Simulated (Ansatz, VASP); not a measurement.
Two plane-wave programs on Al4O

Contents of INCAR:

```
ALGO     = Normal         # electronic algorithm
EDIFF    = 1E-6           # SCF threshold, eV
EDIFFG   = -0.04          # ionic threshold
ENCUT    = 600            # plane-wave cutoff, eV
GGA      = PE             # functional
IBRION   = 2              # ionic algorithm
ISIF     = 3              # what is computed and relaxed
ISMEAR   = 0              # smearing method
LASPH    = True           # aspherical terms in the spheres
LCHARG   = False          # write CHGCAR
LREAL    = False          # projectors in reciprocal space
LWAVE    = False          # write WAVECAR
NELM     = 100            # most SCF steps
NSW      = 90             # ionic steps
PREC     = Accurate       # precision mode
SIGMA    = 0.1            # smearing width, eV
```

File KPOINTS:

```
k-points
0
Gamma
  8 8 2
```

Contents of POSCAR:

```
Al4O
1.0
    1.3422928658     -2.4470821252      0.0000000000
    1.3422928658      2.4470821252      0.0000000000
    0.0000000000      0.0000000000     12.2613345492
Al O
4 1
Direct
    0.0000000000      0.0000000000      0.3758515734
    0.0000000000      0.0000000000      0.6241484266
    0.0000000000      0.0000000000      0.8791210385
    0.0000000000      0.0000000000      0.1208789615
    0.5000000000      0.5000000000      0.0000000000
```

Input for Ansatz:

```yaml
crystal:
  lattice:
    - [1.3422928658, -2.4470821252, 0.0]
    - [1.3422928658, 2.4470821252, 0.0]
    - [0.0, 0.0, 12.2613345492]
  atoms:
    - { symbol: Al, position: [0.0, 0.0, 0.3758515734] }
    - { symbol: Al, position: [0.0, 0.0, 0.6241484266] }
    - { symbol: Al, position: [0.0, 0.0, 0.8791210385] }
    - { symbol: Al, position: [0.0, 0.0, 0.1208789615] }
    - { symbol: O, position: [0.5, 0.5, 0.0] }
basis:
  ecutwfc: 420
kpoints:
  mp_grid: { grid: [8, 8, 2] }
hamiltonian:
  xc: pbe
scf:
  occupations: { method: gaussian, width: 0.1 }
  lower_state_search: "off"
output:
  forces: true
  stress: true
  eigenvalues: true
relax:
  adjacent_minimum: "off"
  f_tol: 0.04
  max_steps: 70
  cell: { stress_tol: 0.4 }
```

Alike in both runs: task relaxation of cell and atoms; functional PBE; k mesh 8 × 8 × 2; occupations gaussian, width 0.1 eV; no spin polarisation.

```csv
,VASP,Ansatz
version,VASP 6.6.1,Ansatz 0.2.0
potentials or method,"VASP PAW PBE potentials, release 64 (Al, O), cutoff 600 eV","scalar-relativistic, plane waves, PAW"
valence electrons in the cell,18,18
```

```tsv
	VASP	Ansatz	Ansatz less VASP
gap on the k mesh at the Fermi level, each at its own relaxed structure (eV)	none	none	-
relaxed volume (Å³/atom)	15.75	15.77	+0.026
relaxed length of the cell vector where the two differ most in proportion (Å)	11.441	11.486	+0.0445
```

A gap of «none» marks a metal or a gap that the smearing closes.
